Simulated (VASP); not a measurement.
# CdS5 (P6/mmm) in VASP: a series of runs

The runs below take CdS5 through relaxation of cell and atoms, with PBE.

Everything below comes from runs of VASP 6.6.1. Logs are shortened: lines on timing, memory, paths and dates and some standing lists are left out, and cuts for length are marked.

### Step 1. The cell of the first run

It takes space group P6/mmm (No. 191, hexagonal). Conventional cell: a = 6.786 Å, b = 6.786 Å, c = 3.156 Å, α = 90.00°, β = 90.00°, γ = 120.00°. Cd (site symmetry 6/mmm) has 2 Cd at 3.16 Å and 18 S at 3.74 to 3.92 Å within 4.2 Å. Within 3.3 Å of S (site symmetry -6m2) lie 8 S at 2.52 to 3.16 Å. Within 3.4 Å of S (site symmetry mmm) lie 10 S at 2.52 to 3.39 Å.

The cell was built from a structure type or drawn by symmetry, and may not be a known phase.

### Step 2. Relaxation of cell and atoms, PBE

The input, INCAR:

```
SYSTEM = CdS5
  PREC = Accurate
  ENCUT = 600
  EDIFF = 1E-7
  ISMEAR = 0
  SIGMA = 0.1
  LREAL = .FALSE.
  LASPH = .TRUE.
  NELM = 80
  ALGO = Normal
  ISIF = 3
  LWAVE = .FALSE.
  LCHARG = .FALSE.
  GGA = PE
  IBRION = 2
  NSW = 90
  EDIFFG = -0.04
```

The input, KPOINTS:

```
regular mesh
0
G
  3 3 6
  0 0 0
```

The input, POSCAR:

```
CdS5
1.0
    6.7855285508      0.0000000000      0.0000000000
   -3.3927642754      5.8764401031      0.0000000000
    0.0000000000      0.0000000000      3.1558556300
Cd S
1 5
Direct
    0.0000000000      0.0000000000      0.0000000000
    0.3333333333      0.6666666667      0.0000000000
    0.6666666667      0.3333333333      0.0000000000
    0.5000000000      0.0000000000      0.5000000000
    0.5000000000      0.5000000000      0.5000000000
    0.0000000000      0.5000000000      0.5000000000
```

Potentials or basis: VASP PAW PBE potentials, release 64 (Cd, S).

Launch:

```
> cat potpaw_PBE.64/Cd/POTCAR potpaw_PBE.64/S/POTCAR > POTCAR
> mpirun -np 1 vasp_std > vasp.out
```

OUTCAR:

```text
SYSTEM = CdS5
   PREC = Accurate
   ENCUT = 600
   EDIFF = 1E-7
   ISMEAR = 0
   LREAL = .FALSE.
   LASPH = .TRUE.
   NELM = 80
   ISIF = 3
   GGA = PE
   IBRION = 2
   NSW = 90
   EDIFFG = -0.04

 ion  position               nearest neighbor table
   1  0.000  0.000  0.000-
   2  0.333  0.667  0.000-   6 2.52   6 2.52   4 2.52   4 2.52   5 2.52   5 2.52
   3  0.667  0.333  0.000-   6 2.52   6 2.52   4 2.52   4 2.52   5 2.52   5 2.52
   4  0.500  0.000  0.500-   2 2.52   3 2.52   2 2.52   3 2.52
   5  0.500  0.500  0.500-   2 2.52   3 2.52   2 2.52   3 2.52
   6  0.000  0.500  0.500-   2 2.52   3 2.52   2 2.52   3 2.52

  LATTYP: Found a hexagonal cell.
 ALAT       =     6.7855285508
 C/A-ratio  =     0.4650861914

  Lattice vectors:

 A1 = (   6.7855285508,   0.0000000000,   0.0000000000)
 A2 = (  -3.3927642754,   5.8764401031,   0.0000000000)
 A3 = (   0.0000000000,   0.0000000000,   3.1558556300)

Analysis of symmetry for initial positions (statically):
=====================================================================
 Subroutine PRICEL returns:
 Original cell was already a primitive cell.

 Routine SETGRP: Setting up the symmetry group for a
 hexagonal supercell.

 Subroutine GETGRP returns: Found 24 space group operations
 (whereof 24 operations were pure point group operations)
 out of a pool of 24 trial point group operations.

The static configuration has the point symmetry D_6h.

Analysis of symmetry for dynamics (positions and initial velocities):
=====================================================================
 Subroutine PRICEL returns:
 Original cell was already a primitive cell.

 Routine SETGRP: Setting up the symmetry group for a
 hexagonal supercell.

 Subroutine GETGRP returns: Found 24 space group operations
 (whereof 24 operations were pure point group operations)
 out of a pool of 24 trial point group operations.

The dynamic configuration has the point symmetry D_6h.

 Subroutine INISYM returns: Found 24 space group operations
 (whereof 24 operations are pure point group operations),
 and found     1 'primitive' translations

----------------------------------------------------------------------------------------

                                     Primitive cell

  volume of cell :     125.8390

  direct lattice vectors                    reciprocal lattice vectors
     6.785528551  0.000000000  0.000000000     0.147372455  0.085085526  0.000000000
    -3.392764275  5.876440103  0.000000000     0.000000000  0.170171053  0.000000000
     0.000000000  0.000000000  3.155855630     0.000000000  0.000000000  0.316871276

  length of vectors
     6.785528551  6.785528551  3.155855630     0.170171053  0.170171053  0.316871276

  position of ions in fractional coordinates (direct lattice)
     0.000000000  0.000000000  0.000000000
     0.333333333  0.666666667  0.000000000
     0.666666667  0.333333333  0.000000000
     0.500000000  0.000000000  0.500000000
     0.500000000  0.500000000  0.500000000
     0.000000000  0.500000000  0.500000000

  ion indices of the primitive-cell ions
   primitive index   ion index
                 1           1
                 2           2
                 3           3
                 4           4
                 5           5
                 6           6

----------------------------------------------------------------------------------------

 KPOINTS: regular mesh

Automatic generation of k-mesh.
 Grid dimensions read from file:
 generate k-points for:    3    3    6

 Generating k-lattice:

  Cartesian coordinates                     Fractional coordinates (reciprocal lattice)
     0.049124152  0.028361842  0.000000000     0.333333333  0.000000000  0.000000000
     0.000000000  0.056723684  0.000000000     0.000000000  0.333333333  0.000000000
     0.000000000  0.000000000  0.052811879     0.000000000  0.000000000  0.166666667

  Length of vectors
     0.056723684  0.056723684  0.052811879

  Shift w.r.t. Gamma in fractional coordinates (k-lattice)
     0.000000000  0.000000000  0.000000000

 Subroutine IBZKPT returns following result:
 ===========================================

 Found     12 irreducible k-points:

 Following reciprocal coordinates:
            Coordinates               Weight
  0.000000  0.000000  0.000000      1.000000
  0.333333  0.000000  0.000000      6.000000
  0.333333  0.333333  0.000000      2.000000
  0.000000  0.000000  0.166667      2.000000
  0.333333  0.000000  0.166667     12.000000
  0.333333  0.333333  0.166667      4.000000
  0.000000  0.000000  0.333333      2.000000
  0.333333  0.000000  0.333333     12.000000
  0.333333  0.333333  0.333333      4.000000
  0.000000  0.000000  0.500000      1.000000
  0.333333  0.000000  0.500000      6.000000
  0.333333  0.333333  0.500000      2.000000
   k-points           NKPTS =     12   k-points in BZ     NKDIM =     12   number of bands    NBANDS=     25
   number of dos      NEDOS =    301   number of ions     NIONS =      6
   total plane-waves  NPLWV =  81648
   dimension x,y,z NGX =    54 NGY =   54 NGZ =   28
   dimension x,y,z NGXF=   108 NGYF=  108 NGZF=   56
   ions per type =               1   5
   NGX,Y,Z   is equivalent  to a cutoff of  13.23, 13.23, 14.75 a.u.
   NGXF,Y,Z  is equivalent  to a cutoff of  26.46, 26.46, 29.50 a.u.
 SYSTEM =  CdS5
   PREC   = accura    normal or accurate (medium, high low for compatibility)
   ISTART =      0    job   : 0-new  1-cont  2-samecut
   ICHARG =      2    charge: 1-file 2-atom 10-const
   ISPIN  =      1    spin polarized calculation?
   LNONCOLLINEAR =      F non collinear calculations
   LSORBIT =      F    spin-orbit coupling
   LASPH  =      T    aspherical Exc in radial PAW
   ENCUT  =  600.0 eV  44.10 Ry    6.64 a.u.  13.55 13.55  6.30*2*pi/ulx,y,z
   NELM   =     80;   NELMIN=  2; NELMDL= -5     # of ELM steps
   EDIFF  = 0.1E-06   stopping-criterion for ELM
   LREAL  =      F    real-space projection
   EDIFFG = -.4E-01   stopping-criterion for IOM
   NSW    =     90    number of steps for IOM
   IBRION =      2    ionic relax: 0-MD 1-quasi-New 2-CG
   NFREE  =      1    steps in history (QN), initial steepest desc. (CG)
   ISIF   =      3    stress and relaxation
   ISYM   =      2    0-nonsym 1-usesym 2-fastsym
   POTIM  = 0.5000    time-step for ionic-motion
   TEBEG  =    0.0;   TEEND  =   0.0 temperature during run
   PSTRESS=    0.0 pullay stress
   NELECT =      42.0000    total number of electrons
   NUPDOWN=      -1.0000    fix difference up-down
   EMIN   =  10.00;   EMAX   =-10.00  energy-range for DOS
   EFERMI =   0.00;   METHOD = LEGACY
   ISMEAR =     0;   SIGMA  =   0.10  broadening in eV -4-tet -1-fermi 0-gaus
   EFERMI_NEDOS =   21; number of points for ismear=-14 and -15
   IALGO  =     38    algorithm
   IMIX   =      4    mixing-type and parameters
     AMIX     =   0.40;   BMIX     =  1.00
     AMIX_MAG =   1.60;   BMIX_MAG =  1.00
  volume/ion in A,a.u.               =      20.97       141.53
  Fermi-wavevector in a.u.,A,eV,Ry     =   1.135585  2.145944 17.545430  1.289553
  Thomas-Fermi vector in A             =   2.272290
   LORBIT       =      0    0 simple, 1 ext, 2 COOP (PROOUT), +10 PAW based schemes
   GGA     = PE    functional components
   LHFCALC =     F    Hartree Fock is set to
   AEXX    =    0.0000 exact exchange contribution
   IVDW    =     0    specifies the selected vdW correction
   LEPSILON=     F    determine dielectric tensor
   LRPA    =     F    only Hartree local field effects (RPA)
 conjugate gradient relaxation of ions
 non-spin polarized calculation
 Gauss-broadening in eV      SIGMA  =   0.10
  energy-cutoff  :      600.00
  volume of cell :      125.84
 maximum number of plane-waves:      4236
 NGX is ok and might be reduce to    54
   NGX = 27   NGY = 27   NGZ = 13

--------------------------------------- Ionic step        1  -------------------------------------------

 number of electron      42.0000003 magnetization

 Free energy of the ion-electron system (eV)
  ---------------------------------------------------
  ext. energy  EPLUGINS =         0.00000000
  ---------------------------------------------------
  free energy    TOTEN  =       -17.56760506 eV

  energy without entropy =      -17.55453839  energy(sigma->0) =      -17.56107173

------------------------ aborting loop because EDIFF is reached ----------------------------------------

  FORCE on cell =-STRESS in cart. coord.  units (eV):
  Direction    XX          YY          ZZ          XY          YZ          ZX
  --------------------------------------------------------------------------------------
  -------------------------------------------------------------------------------------
  Total       -1.6815036     -1.6815036      0.1218746      0.0000000     -0.0000000      0.0000000
  in kB      -21.4088455    -21.4088455      1.5517035      0.0000000     -0.0000000      0.0000000
  external PRESSURE =     -13.7553291 kB  Pullay stress =       0.0000000 kB
[... 145 lines left out ...]
  energy  without entropy=      -17.5807562644  energy(sigma->0) =      -17.58801420

--------------------------------------- Ionic step        5  -------------------------------------------

 number of electron      41.9999994 magnetization

 Free energy of the ion-electron system (eV)
  ---------------------------------------------------
  ext. energy  EPLUGINS =         0.00000000
  ---------------------------------------------------
  free energy    TOTEN  =       -17.59607776 eV

  energy without entropy =      -17.58005491  energy(sigma->0) =      -17.58806634

 E-fermi :   4.5812     XC(G=0):  -9.9139

 val. band max:        4.5671404032   @ k =   0.3333   0.3333   0.3333
 cond. band min:       4.6973959252   @ k =   0.3333   0.3333   0.5000
 fundamental gap:      0.1302555220
 Fermi energy:         4.5811753785

 k-point     1 :       0.0000    0.0000    0.0000
  band No.  band energies     occupation
      1     -12.3074      2.00000
      2     -10.1878      2.00000
      3      -8.8497      2.00000
      4      -8.8497      2.00000
      5      -4.2821      2.00000
      6      -3.6901      2.00000
[... 358 lines left out ...]
  FREE ENERGIE OF THE ION-ELECTRON SYSTEM (eV)
  ---------------------------------------------------
  free  energy   TOTEN  =       -17.5960777616 eV

  energy  without entropy=      -17.5800549101  energy(sigma->0) =      -17.58806634

 reached required accuracy - stopping structural energy minimisation
```

It took 4.8 min on 1 thread of Intel Xeon 8259CL, shared host; peak memory 0.3 GiB.

Results:

- Free energy: -17.5961 eV
- Relaxed volume: 20.38 Å³/atom
- Relaxed cell: a = 6.672 Å, b = 6.672 Å, c = 3.171 Å, α = 90.00°, β = 90.00°, γ = 120.00°
- Space group after relaxing (to 0.1 Å): P6/mmm (No. 191)
- Energy gained by relaxing: 4.7 meV/atom
- Ionic steps: 5
- Pressure after relaxing: 0.0 GPa
- Band gap on the k mesh: zero (bands 21 and 22 overlap by 1.43 eV)

Step by step:
```csv
step,energy change (eV),largest force (eV/Å),pressure (GPa),volume (Å³)
1,0.0000,0.0000,-1.38,125.84
2,-0.0269,0.0000,-0.07,122.58
3,-0.0277,0.0000,0.19,121.97
4,-0.0277,0.0000,0.23,121.89
5,-0.0285,0.0000,0.01,122.26
```

Final structure:
```
Cd S
1.0
     6.67186    0.00000    0.00000
    -3.33593    5.77800    0.00000
     0.00000    0.00000    3.17147
Cd S
1 5
Cartesian
  -3.3359 5.7780 0.0000
  0.0000 3.8520 0.0000
  3.3359 1.9260 3.1715
  3.3359 0.0000 1.5857
  1.6680 2.8890 1.5857
  -1.6680 2.8890 1.5857
```

Levels at points of the mesh, in eV from the Fermi level:
| k point | band 18 | band 19 | band 20 | band 21 | band 22 | band 23 | band 24 | band 25 |
| --- | --- | --- | --- | --- | --- | --- | --- | --- |
| (0.00, 0.00, 0.00) | -1.38 | -1.38 | -1.13 | -0.81 | -0.81 | -0.66 | 3.38 | 3.39 |
| (0.00, 0.00, 0.50) | -2.28 | -1.84 | -0.99 | -0.99 | -0.39 | 1.33 | 1.54 | 2.31 |

### Step 3. Relaxation of cell and atoms, PBE

This run uses another cell than the first one, of 20.38 Å³/atom.

The input, INCAR:

```
PREC = Accurate ; ENCUT = 600
EDIFF = 1E-7 ; ISMEAR = 0
SIGMA = 0.1 ; LREAL = F
LASPH = T ; NELM = 100
ALGO = Normal ; ISIF = 3
LWAVE = F ; LCHARG = F
GGA = PE ; IBRION = 2
NSW = 100 ; EDIFFG = -0.01
```

The input, KPOINTS:

```
Automatic mesh
0
Gamma
  6 6 12
```

Edit POSCAR of step 2 so:

```diff
@@ -2,5 +2,5 @@
 1.0
-    6.7855285508      0.0000000000      0.0000000000
-   -3.3927642754      5.8764401031      0.0000000000
-    0.0000000000      0.0000000000      3.1558556300
+    6.6695999126      0.0000000000      0.0000000000
+   -3.3347999563      5.7760429574      0.0000000000
+    0.0000000000      0.0000000000      3.1740523842
 Cd S
```

Potentials or basis: VASP PAW PBE potentials, release 64 (Cd, S).

Launch:

```
> cat potpaw_PBE.64/Cd/POTCAR potpaw_PBE.64/S/POTCAR > POTCAR
> mpirun -np 1 vasp_std > vasp.out
```

It took 12 min on 1 thread of Intel Xeon 8259CL, shared host; peak memory 0.39 GiB.

Results (log left out):

* Free energy: -17.6499 eV
* Relaxed volume: 20.50 Å³/atom
* Relaxed cell: a = 6.671 Å, b = 6.671 Å, c = 3.190 Å, α = 90.00°, β = 90.00°, γ = 120.00°
* Space group after relaxing (to 0.1 Å): P6/mmm (No. 191)
* Energy gained by relaxing: 0.2 meV/atom
* Ionic steps: 4
* Pressure after relaxing: 0.0 GPa
* Band gap on the k mesh: zero (bands 21 and 22 overlap by 1.46 eV)

Stress tensor (GPa, compression positive):
```
-0.06  0.00  0.00
 0.00 -0.06  0.00
 0.00  0.00  0.03
```

The path:
```csv
step,energy change (eV),largest force (eV/Å),pressure (GPa),volume (Å³)
1,0.0000,0.0000,0.35,122.28
2,-0.0014,0.0000,-0.06,123.06
3,-0.0014,0.0000,-0.07,123.08
4,-0.0015,0.0000,-0.03,122.98
```

Final structure:
```xyz
6
Lattice="6.6715 0.0000 0.0000 -3.3357 5.7777 0.0000 0.0000 0.0000 3.1904" Properties=species:S:1:pos:R:3 pbc="T T T"
Cd    0.0000    0.0000    3.1904
S     0.0000    3.8518    3.1904
S     3.3357    1.9259    0.0000
S     3.3357    0.0000    1.5952
S     1.6679    2.8888    1.5952
S    -1.6679    2.8888    1.5952
```

Levels at points of the mesh, in eV from the Fermi level:
| k point | band 19 | band 20 | band 21 | band 22 | band 23 | band 24 |
| --- | --- | --- | --- | --- | --- | --- |
| (0.00, 0.00, 0.00) | -1.30 | -1.01 | -0.74 | -0.74 | -0.62 | 3.41 |
| (0.50, 0.00, 0.00) | -0.74 | -0.60 | -0.18 | 0.89 | 1.60 | 1.89 |
| (0.00, 0.00, 0.50) | -1.73 | -0.88 | -0.88 | -0.30 | 1.26 | 1.50 |
| (0.50, 0.00, 0.50) | -1.71 | -0.60 | 0.18 | 0.41 | 1.32 | 1.53 |
